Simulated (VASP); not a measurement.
Here is a VASP 6.6.1 calculation.

File INCAR:

```
SYSTEM = CoO
ALGO = Normal
EDIFF = 1E-6
ENCUT = 600
GGA = PS
GGA_COMPAT = .False.
ISIF = 2
ISMEAR = -1
ISPIN = 2
LASPH = .True.
LCHARG = .True.
LELF = .True.
LMAXMIX = 4
LORBIT = 11
LREAL = .False.
LVHAR = .True.
LWAVE = .False.
MAGMOM = 2 0
NBANDS = 18
NELM = 200
PREC = Accurate
SIGMA = 0.05
```

Contents of KPOINTS:

```
k-points
0
Gamma
  16 16 16
  0 0 0
```

Contents of POSCAR:

```
CoO
1.0
    0.0000000000      2.0675550000      2.1315000000
    2.0675550000      0.0000000000      2.1315000000
    2.0675550000      2.0675550000      0.0000000000
Co O
1 1
Direct
    0.0000000000      0.0000000000      0.0000000000
    0.5000000000      0.5000000000      0.5000000000
```

Potentials or basis: VASP PAW PBE potentials, release 64 (Co, O).

Command:

```console
$ cat potpaw_PBE.64/Co/POTCAR potpaw_PBE.64/O/POTCAR > POTCAR
$ mpirun -np 1 vasp_std > vasp.out
```

Q: Estimate the net moment.

A: 2.73 μB per cell.

Q: Predict the pressure.

A: -2.0 GPa.

Q: Predict the site moments.

A: Co +2.42; O +0.27 μB.

Stress tensor (GPa, compression positive):
```
-1.54  0.00  0.00
 0.00 -1.54  0.00
 0.00  0.00 -2.77
```

Caveat: the cell differs from its parent crystal (equal xx and yy strain of -3 %); the PAW data sets were made with another functional, which shifts forces and pressure a little; a cell with one magnetic atom can't hold antiferromagnetic order, which such compounds often take.
